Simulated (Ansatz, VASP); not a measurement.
Two plane-wave programs on Si2Sn

Contents of INCAR:

```
PREC = Accurate
ENCUT = 520
EDIFF = 1E-7
ISMEAR = 0
SIGMA = 0.2
LREAL = False
LASPH = True
NELM = 100
ALGO = Normal
ISIF = 2
LWAVE = False
LCHARG = False
GGA = PE
NBANDS = 56
```

File KPOINTS:

```
regular mesh
0
Gamma
  6 6 1
```

File POSCAR:

```
Si2Sn
1.0
    4.0296598449      0.0000000000      0.0000000000
   -2.0148299224      3.4897877943      0.0000000000
    0.0000000000      0.0000000000     21.0484738477
Si Sn
8 4
Direct
    0.6666666667      0.3333333333      0.0895240692
    0.6666666667      0.3333333333      0.5895240692
    0.0000000000      0.0000000000      0.0563919419
    0.0000000000      0.0000000000      0.5563919419
    0.3333333333      0.6666666667      0.4104759308
    0.3333333333      0.6666666667      0.9104759308
    0.0000000000      0.0000000000      0.4436080581
    0.0000000000      0.0000000000      0.9436080581
    0.3333333333      0.6666666667      0.2857134504
    0.3333333333      0.6666666667      0.7857134504
    0.6666666667      0.3333333333      0.2142865496
    0.6666666667      0.3333333333      0.7142865496
```

Input for Ansatz:

```yaml
crystal:
  lattice:
    - [4.0296598449, 0.0, 0.0]
    - [-2.0148299224, 3.4897877943, 0.0]
    - [0.0, 0.0, 21.0484738477]
  atoms:
    - { symbol: Si, position: [0.6666666667, 0.3333333333, 0.0895240692] }
    - { symbol: Si, position: [0.6666666667, 0.3333333333, 0.5895240692] }
    - { symbol: Si, position: [0.0, 0.0, 0.0563919419] }
    - { symbol: Si, position: [0.0, 0.0, 0.5563919419] }
    - { symbol: Si, position: [0.3333333333, 0.6666666667, 0.4104759308] }
    - { symbol: Si, position: [0.3333333333, 0.6666666667, 0.9104759308] }
    - { symbol: Si, position: [0.0, 0.0, 0.4436080581] }
    - { symbol: Si, position: [0.0, 0.0, 0.9436080581] }
    - { symbol: Sn, position: [0.3333333333, 0.6666666667, 0.2857134504] }
    - { symbol: Sn, position: [0.3333333333, 0.6666666667, 0.7857134504] }
    - { symbol: Sn, position: [0.6666666667, 0.3333333333, 0.2142865496] }
    - { symbol: Sn, position: [0.6666666667, 0.3333333333, 0.7142865496] }
basis:
  ecutwfc: 420
kpoints:
  mp_grid: { grid: [6, 6, 1] }
hamiltonian:
  xc: pbe
scf:
  occupations: { method: gaussian, width: 0.2 }
  lower_state_search: "off"
output:
  forces: true
  stress: true
  eigenvalues: true
```

Alike in both runs: task single point; functional PBE; k mesh 6 × 6 × 1; occupations gaussian, width 0.2 eV; no spin polarisation.

```csv
,VASP,Ansatz
version,VASP 6.6.1,Ansatz 0.2.0
potentials or method,"VASP PAW PBE potentials, release 64 (Si, Sn_d), cutoff 520 eV","scalar-relativistic, plane waves, PAW"
valence electrons in the cell,88,88
```

```tsv
	VASP	Ansatz	Ansatz less VASP
gap on the k mesh at the Fermi level (eV)	none	none	-
pressure (GPa)	0.0	0.1	+0.07
traceless stress, the component that is largest in VASP (GPa)	-0.14	-0.13	+0.009
rms of the force components (eV/Å)	0.063	0.063	-0.0002
```

Atom by atom the forces differ by 0.001 eV/Å (rms over components). A gap of «none» marks a metal or a gap that the smearing closes.
